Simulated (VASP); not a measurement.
# Rh in VASP: single point with PBE

Aim: the single point of Rh with PBE.

Everything below comes from runs of VASP 6.6.1. Logs are shortened: lines on timing, memory, paths and dates and some standing lists are left out, and cuts for length are marked.

### 1 The cell of the first run

The cell holds a slab with vacuum, 7 atoms: a = 2.710 Å, b = 3.832 Å, c = 24.129 Å, α = 90.00°, β = 90.00°, γ = 90.00°.

### 2 Single point, PBE

File INCAR:

```
SYSTEM = Rh
PREC     = Accurate       ! precision mode
ENCUT    = 520            ! plane-wave cutoff, eV
EDIFF    = 1E-7           ! SCF threshold, eV
ISMEAR   = -1             ! smearing method
SIGMA    = 0.1            ! smearing width, eV
LREAL    = .False.        ! projectors in reciprocal space
LASPH    = .True.         ! aspherical terms in the spheres
NELM     = 100            ! most SCF steps
ALGO     = Normal         ! electronic algorithm
ISIF     = 2              ! what is computed and relaxed
LWAVE    = .False.        ! write WAVECAR
LCHARG   = .False.        ! write CHGCAR
LDIPOL   = .True.       
IDIPOL   = 3            
DIPOL    = 0.5 0.5 0.500
GGA      = PE             ! functional
NBANDS   = 62             ! bands
```

File KPOINTS:

```
regular mesh
0
Gamma
  12 9 1
  0 0 0
```

File POSCAR:

```
Rh
1.0
    2.7095956933      0.0000000000      0.0000000000
    0.0000000000      3.8319469780      0.0000000000
    0.0000000000      0.0000000000     24.1288000000
Rh
7
Direct
    0.0000000000      0.0000000000      0.3315542613
    0.5000000000      0.5000000000      0.3877028409
    0.0000000000      0.0000000000      0.4438514204
    0.5000000000      0.5000000000      0.5000000000
    0.0000000000      0.0000000000      0.5561485796
    0.5000000000      0.5000000000      0.6122971591
    0.0000000000      0.0000000000      0.6684457387
```

Potentials or basis: VASP PAW PBE potentials, release 64 (Rh_pv).

Started as:

```bash
$ cat potpaw_PBE.64/Rh_pv/POTCAR > POTCAR
$ mpirun -np 1 vasp_std > vasp.out
```

OUTCAR:

```text
SYSTEM = Rh
   PREC = Accurate
   ENCUT = 520
   EDIFF = 1E-7
   ISMEAR = -1
   LREAL = .False.
   LASPH = .True.
   NELM = 100
   ISIF = 2
   GGA = PE

 ion  position               nearest neighbor table
   1  0.000  0.000  0.332-   3 2.71   2 2.71   2 2.71   2 2.71   2 2.71
   2  0.500  0.500  0.388-   3 2.71   3 2.71   3 2.71   3 2.71   4 2.71   1 2.71   1 2.71   1 2.71
                             1 2.71
   3  0.000  0.000  0.444-   2 2.71   2 2.71   2 2.71   2 2.71   1 2.71   4 2.71   4 2.71   4 2.71
                             4 2.71   5 2.71
   4  0.500  0.500  0.500-   2 2.71   6 2.71   5 2.71   3 2.71   3 2.71   5 2.71   3 2.71   5 2.71
                             3 2.71   5 2.71
   5  0.000  0.000  0.556-   6 2.71   6 2.71   6 2.71   6 2.71   7 2.71   4 2.71   4 2.71   4 2.71
                             4 2.71   3 2.71
   6  0.500  0.500  0.612-   5 2.71   5 2.71   5 2.71   5 2.71   4 2.71   7 2.71   7 2.71   7 2.71
                             7 2.71
   7  0.000  0.000  0.668-   5 2.71   6 2.71   6 2.71   6 2.71   6 2.71

  LATTYP: Found a simple orthorhombic cell.
 ALAT       =     2.7095956933
 B/A-ratio  =     1.4142135624
 C/A-ratio  =     8.9049447708

  Lattice vectors:

 A1 = (   2.7095956933,   0.0000000000,   0.0000000000)
 A2 = (   0.0000000000,   3.8319469780,   0.0000000000)
 A3 = (   0.0000000000,   0.0000000000,  24.1288000000)

Analysis of symmetry for initial positions (statically):
=====================================================================
 Subroutine PRICEL returns:
 Original cell was already a primitive cell.

 Routine SETGRP: Setting up the symmetry group for a
 simple orthorhombic supercell.

 Subroutine GETGRP returns: Found  8 space group operations
 (whereof  8 operations were pure point group operations)
 out of a pool of  8 trial point group operations.

The static configuration has the point symmetry D_2h.

Analysis of symmetry for dynamics (positions and initial velocities):
=====================================================================
 Subroutine PRICEL returns:
 Original cell was already a primitive cell.

 Routine SETGRP: Setting up the symmetry group for a
 simple orthorhombic supercell.

 Subroutine GETGRP returns: Found  8 space group operations
 (whereof  8 operations were pure point group operations)
 out of a pool of  8 trial point group operations.

The dynamic configuration has the point symmetry D_2h.

 Subroutine INISYM returns: Found  8 space group operations
 (whereof  8 operations are pure point group operations),
 and found     1 'primitive' translations

----------------------------------------------------------------------------------------

                                     Primitive cell

  volume of cell :     250.5300

  direct lattice vectors                    reciprocal lattice vectors
     2.709595693  0.000000000  0.000000000     0.369058750  0.000000000  0.000000000
     0.000000000  3.831946978  0.000000000     0.000000000  0.260963945  0.000000000
     0.000000000  0.000000000 24.128800000     0.000000000  0.000000000  0.041444249

  length of vectors
     2.709595693  3.831946978 24.128800000     0.369058750  0.260963945  0.041444249

  position of ions in fractional coordinates (direct lattice)
     0.000000000  0.000000000  0.331554261
     0.500000000  0.500000000  0.387702841
     0.000000000  0.000000000  0.443851420
     0.500000000  0.500000000  0.500000000
     0.000000000  0.000000000  0.556148580
     0.500000000  0.500000000  0.612297159
     0.000000000  0.000000000  0.668445739

  ion indices of the primitive-cell ions
   primitive index   ion index
                 1           1
                 2           2
                 3           3
                 4           4
                 5           5
                 6           6
                 7           7

----------------------------------------------------------------------------------------

 KPOINTS: regular mesh

Automatic generation of k-mesh.
 Grid dimensions read from file:
 generate k-points for:   12    9    1

 Generating k-lattice:

  Cartesian coordinates                     Fractional coordinates (reciprocal lattice)
     0.030754896  0.000000000  0.000000000     0.083333333  0.000000000  0.000000000
     0.000000000  0.028995994  0.000000000     0.000000000  0.111111111  0.000000000
     0.000000000  0.000000000  0.041444249     0.000000000  0.000000000  1.000000000

  Length of vectors
     0.030754896  0.028995994  0.041444249

  Shift w.r.t. Gamma in fractional coordinates (k-lattice)
     0.000000000  0.000000000  0.000000000

 Subroutine IBZKPT returns following result:
 ===========================================

 Found     35 irreducible k-points:

 Following reciprocal coordinates:
            Coordinates               Weight
  0.000000  0.000000  0.000000      1.000000
  0.083333  0.000000  0.000000      2.000000
  0.166667  0.000000  0.000000      2.000000
  0.250000  0.000000  0.000000      2.000000
  0.333333  0.000000  0.000000      2.000000
  0.416667  0.000000  0.000000      2.000000
[... 16 lines left out ...]
  0.083333  0.333333  0.000000      4.000000
  0.166667  0.333333  0.000000      4.000000
 [... further k-points ...]
   k-points           NKPTS =     35   k-points in BZ     NKDIM =     35   number of bands    NBANDS=     62
   number of dos      NEDOS =    301   number of ions     NIONS =      7
   total plane-waves  NPLWV = 100800
   dimension x,y,z NGX =    20 NGY =   28 NGZ =  180
   dimension x,y,z NGXF=    40 NGYF=   56 NGZF=  360
   ions per type =               7
   NGX,Y,Z   is equivalent  to a cutoff of  12.27, 12.15, 12.40 a.u.
   NGXF,Y,Z  is equivalent  to a cutoff of  24.54, 24.30, 24.80 a.u.
 SYSTEM =  Rh
   PREC   = accura    normal or accurate (medium, high low for compatibility)
   ISTART =      0    job   : 0-new  1-cont  2-samecut
   ICHARG =      2    charge: 1-file 2-atom 10-const
   ISPIN  =      1    spin polarized calculation?
   LNONCOLLINEAR =      F non collinear calculations
   LSORBIT =      F    spin-orbit coupling
   LASPH  =      T    aspherical Exc in radial PAW
   ENCUT  =  520.0 eV  38.22 Ry    6.18 a.u.   5.04  7.12 44.86*2*pi/ulx,y,z
   NELM   =    100;   NELMIN=  2; NELMDL= -5     # of ELM steps
   EDIFF  = 0.1E-06   stopping-criterion for ELM
   LREAL  =      F    real-space projection
   EDIFFG = 0.1E-05   stopping-criterion for IOM
   NSW    =      0    number of steps for IOM
   IBRION =     -1    ionic relax: 0-MD 1-quasi-New 2-CG
   NFREE  =      0    steps in history (QN), initial steepest desc. (CG)
   ISIF   =      2    stress and relaxation
   ISYM   =      2    0-nonsym 1-usesym 2-fastsym
   POTIM  = 0.5000    time-step for ionic-motion
   TEBEG  =    0.0;   TEEND  =   0.0 temperature during run
   PSTRESS=    0.0 pullay stress
   NELECT =     105.0000    total number of electrons
   NUPDOWN=      -1.0000    fix difference up-down
   EMIN   =  10.00;   EMAX   =-10.00  energy-range for DOS
   EFERMI =   0.00;   METHOD = LEGACY
   ISMEAR =    -1;   SIGMA  =   0.10  broadening in eV -4-tet -1-fermi 0-gaus
   EFERMI_NEDOS =   21; number of points for ismear=-14 and -15
   IALGO  =     38    algorithm
   IMIX   =      4    mixing-type and parameters
     AMIX     =   0.40;   BMIX     =  1.00
     AMIX_MAG =   1.60;   BMIX_MAG =  1.00
  volume/ion in A,a.u.               =      35.79       241.52
  Fermi-wavevector in a.u.,A,eV,Ry     =   1.225137  2.315173 20.421813  1.500961
  Thomas-Fermi vector in A             =   2.360186
   LORBIT       =      0    0 simple, 1 ext, 2 COOP (PROOUT), +10 PAW based schemes
   GGA     = PE    functional components
   LHFCALC =     F    Hartree Fock is set to
   AEXX    =    0.0000 exact exchange contribution
   IVDW    =     0    specifies the selected vdW correction
   LEPSILON=     F    determine dielectric tensor
   LRPA    =     F    only Hartree local field effects (RPA)
 non-spin polarized calculation
  energy-cutoff  :      520.00
  volume of cell :      250.53
 maximum number of plane-waves:      6806
   NGX = 11   NGY = 15   NGZ = 89

 number of electron     105.0000054 magnetization

 dipolmoment           0.000000      0.000000     -0.000000 electrons x Angstroem

 Free energy of the ion-electron system (eV)
  ---------------------------------------------------
  ext. energy  EPLUGINS =         0.00000000
  ---------------------------------------------------
  free energy    TOTEN  =       -47.75950607 eV

  energy without entropy =      -47.33888130  energy(sigma->0) =      -47.54919368

 E-fermi :   1.6700     XC(G=0):  -6.3348

 val. band max:        1.6698557956   @ k =   0.2500   0.0000   0.0000
 cond. band min:       1.6702376976   @ k =   0.2500   0.4444   0.0000
 fundamental gap:      0.0003819020
 Fermi energy:         1.6699503251

 k-point     1 :       0.0000    0.0000    0.0000
  band No.  band energies     occupation
      1     -45.2419      2.00000
      2     -45.1307      2.00000
      3     -45.1251      2.00000
      4     -45.0551      2.00000
      5     -44.9555      2.00000
      6     -44.9351      2.00000
[... 54 lines left out ...]
     61       4.1466      0.00000
     62       5.8531      0.00000

 k-point     2 :       0.0833    0.0000    0.0000
  band No.  band energies     occupation
      1     -45.2302      2.00000
      2     -45.1328      2.00000
      3     -45.1166      2.00000
      4     -45.0579      2.00000
      5     -44.9571      2.00000
      6     -44.9311      2.00000
[... 54 lines left out ...]
     61       4.2629      0.00000
     62       5.9835      0.00000

 k-point     3 :       0.1667    0.0000    0.0000
  band No.  band energies     occupation
      1     -45.1962      2.00000
      2     -45.1420      2.00000
      3     -45.0921      2.00000
      4     -45.0733      2.00000
      5     -44.9659      2.00000
      6     -44.9608      2.00000
[... 1354 lines left out ...]
     61       3.1067      0.00000
     62       4.4100      0.00000

 k-point    24 :       0.1667    0.3333    0.0000
  band No.  band energies     occupation
      1     -45.2252      2.00000
      2     -45.1928      2.00000
      3     -45.1406      2.00000
      4     -45.0617      2.00000
      5     -44.9703      2.00000
      6     -44.9362      2.00000
[... 54 lines left out ...]
     61       4.0374      0.00000
     62       5.2065      0.00000

 [... further k-points ...]

------------------------ aborting loop because EDIFF is reached ----------------------------------------

 vacuum level on the upper side and lower side of the slab       (xc-potential included)        -0.077        -0.077

  FORCE on cell =-STRESS in cart. coord.  units (eV):
  Direction    XX          YY          ZZ          XY          YZ          ZX
  --------------------------------------------------------------------------------------
  -------------------------------------------------------------------------------------
  Total       -4.7695293     -4.3938914     -4.3293850     -0.0000000      0.0000000      0.0000000
  in kB      -30.5018647    -28.0996038    -27.6870752     -0.0000000      0.0000000      0.0000000
  external PRESSURE =     -28.7628479 kB  Pullay stress =       0.0000000 kB

 VOLUME and BASIS-vectors are now :
 -----------------------------------------------------------------------------
  energy-cutoff  :      520.00
  volume of cell :      250.53
      direct lattice vectors                 reciprocal lattice vectors
     2.709595693  0.000000000  0.000000000     0.369058750  0.000000000  0.000000000
     0.000000000  3.831946978  0.000000000     0.000000000  0.260963945  0.000000000
     0.000000000  0.000000000 24.128800000     0.000000000  0.000000000  0.041444249

 POSITION                                       TOTAL-FORCE (eV/Angst)
 -----------------------------------------------------------------------------------
      0.00000      0.00000      8.00001        -0.000000      0.000000      0.945713
      1.35480      1.91597      9.35480         0.000000      0.000000     -0.540389
      0.00000      0.00000     10.70960        -0.000000     -0.000000     -0.178184
      1.35480      1.91597     12.06440        -0.000000      0.000000      0.000000
      0.00000      0.00000     13.41920        -0.000000      0.000000      0.178184
      1.35480      1.91597     14.77400        -0.000000      0.000000      0.540389
      0.00000      0.00000     16.12879        -0.000000      0.000000     -0.945713
 -----------------------------------------------------------------------------------
    total drift:                               -0.000000      0.000000      0.000000

  FREE ENERGIE OF THE ION-ELECTRON SYSTEM (eV)
  ---------------------------------------------------
  free  energy   TOTEN  =       -47.7595060660 eV

  energy  without entropy=      -47.3388812971  energy(sigma->0) =      -47.54919368

 vacuum level on the upper side and lower side of the slab         6.282         6.282
```

Run time: 17 min. Hardware: 1 thread of Intel Xeon Platinum 8488C (Sapphire Rapids), shared host; peak memory 0.51 GiB.

What came out:

```yaml
Free_energy: -47.7595 eV
Largest_force: 0.946 eV/Å
Band_gap_on_the_k_mesh: zero (an odd number of electrons rules out a gap without spin polarisation)
```

Forces on the atoms (eV/Å):
```
Rh   0.000  0.000  0.946
Rh   0.000  0.000 -0.540
Rh   0.000  0.000 -0.178
Rh   0.000  0.000  0.000
Rh   0.000  0.000  0.178
Rh   0.000  0.000  0.540
Rh   0.000  0.000 -0.946
```

Levels at points of the mesh, in eV from the Fermi level:
| k point | band 49 | band 50 | band 51 | band 52 | band 53 | band 54 | band 55 | band 56 | band 57 | band 58 |
| --- | --- | --- | --- | --- | --- | --- | --- | --- | --- | --- |
| (0.00, 0.00, 0.00) | -0.90 | -0.73 | -0.70 | -0.60 | -0.25 | -0.03 | 0.07 | 0.36 | 0.40 | 0.62 |
| (0.50, 0.00, 0.00) | 0.21 | 0.27 | 0.35 | 0.40 | 0.43 | 0.76 | 0.77 | 0.86 | 3.05 | 3.14 |
